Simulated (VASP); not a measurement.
The system is Ir.

```
Ir
1.0
     0.00000    1.91974    1.91974
     1.91974    0.00000    1.91974
     1.91974    1.91974    0.00000
Ir
1
Direct
  0.00000 0.00000 0.00000
```

```yaml
Program: VASP 6.6.1
Task: relaxation of cell and atoms
Functional: r2SCAN
Potentials_or_basis: VASP PAW PBE potentials, release 64 (Ir)
Cutoff: 600 eV
k_mesh: 19 × 19 × 19
Occupations: fermi-dirac, width 0.1 eV
Spin: no spin polarisation
```

At the start: pressure 4.4 GPa; volume 14.15 Å³/atom.

Where does the relaxation end?

Over 4 steps the energy falls by 2.2 meV/atom and the volume is 14.31 Å³/atom (+1.1 %); space group Fm-3m (No. 225, to 0.1 Å) before and after.

The path:
```csv
step,energy change (eV),largest force (eV/Å),pressure (GPa),volume (Å³)
1,0.0000,0.0000,4.41,14.15
2,0.0296,0.0000,-14.89,14.96
3,-0.0022,0.0000,-0.07,14.31
4,-0.0022,0.0000,0.03,14.31
```

Final structure:
```yaml
crystal:
  lattice:
    - [0.00000, 1.92700, 1.92700]
    - [1.92700, 0.00000, 1.92700]
    - [1.92700, 1.92700, 0.00000]
  atoms:
    - { symbol: Ir, position: [0.00000, 0.00000, 0.00000] }
```

Caveat: the PAW data sets were made with another functional, which shifts forces and pressure a little.
